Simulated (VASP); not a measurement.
ScAl2As3:

```xyz
6
Lattice="3.8352 0.0000 0.0000 -1.9176 3.3214 0.0000 0.0000 0.0000 9.3203" Properties=species:S:1:pos:R:3 pbc="T T T"
Sc    0.0000    2.2142    6.1897
Al    0.0000    0.0000    9.2911
Al    1.9176    1.1071    3.1469
As    0.0000    0.0000    2.3335
As    1.9176    1.1071    5.5185
As    0.0000    2.2142    8.4715
```

| Item | Value |
| --- | --- |
| Program | VASP 6.6.1 |
| Task | relaxation of cell and atoms |
| Functional | PBEsol |
| Potentials or basis | VASP PAW PBE potentials, release 64 (Sc_sv, Al, As) |
| Cutoff | 600 eV |
| k mesh | 6 × 6 × 2 |
| Occupations | fermi-dirac, width 0.03 eV |
| Spin | no spin polarisation |

At the start: pressure 23.1 GPa; volume 19.79 Å³/atom.

Task: Where does the relaxation end?

Result: Over 19 steps the energy falls by 371.5 meV/atom and the volume is 24.46 Å³/atom (+23.6 %); space group P3m1 (No. 156, to 0.1 Å) before and after.

Step by step:
| step | energy change (eV) | largest force (eV/Å) | pressure (GPa) | volume (Å³) |
| --- | --- | --- | --- | --- |
| 1 | 0.0000 | 3.1437 | 23.07 | 118.72 |
| 2 | -1.3095 | 0.6009 | -7.57 | 174.72 |
| 3 | -2.0176 | 0.9483 | -0.49 | 149.46 |
| 4 | -2.0177 | 0.9651 | -0.21 | 148.80 |
| 5 | -2.0839 | 0.5851 | -0.22 | 148.51 |
| 6 | -2.1192 | 0.6118 | -0.13 | 148.06 |
| 7 | -2.1551 | 0.4428 | -0.11 | 147.75 |
| 8 | -2.2029 | 0.3132 | 0.00 | 146.88 |
| 9 | -2.2034 | 0.3435 | 0.02 | 146.77 |
| 10 | -2.2152 | 0.2589 | 0.01 | 146.84 |
| 11 | -2.2215 | 0.2106 | 0.02 | 146.93 |
| 12 | -2.2254 | 0.1450 | -0.03 | 147.00 |
| 13 | -2.2271 | 0.0756 | -0.09 | 147.09 |
| 14 | -2.2283 | 0.0470 | -0.01 | 146.87 |
| 15 | -2.2286 | 0.0328 | 0.04 | 146.72 |
| 16 | -2.2286 | 0.0327 | 0.04 | 146.71 |
| 17 | -2.2287 | 0.0246 | -0.01 | 146.81 |
| 18 | -2.2288 | 0.0186 | -0.06 | 146.90 |
| 19 | -2.2288 | 0.0088 | 0.00 | 146.77 |

Final structure:
```
Sc Al As
1.0
     4.06172    0.00000    0.00000
    -2.03086    3.51755    0.00000
     0.00000    0.00000   10.27257
Sc Al As
1 2 3
Direct
  0.33333 0.66667 0.67027
  0.00000 0.00000 0.00912
  0.66667 0.33333 0.32629
  0.00000 0.00000 0.24928
  0.66667 0.33333 0.56571
  0.33333 0.66667 0.92933
```

Caveat: the volume moved by over 15 % at a fixed basis, so the end points are rough; the PAW data sets were made with another functional, which shifts forces and pressure a little.
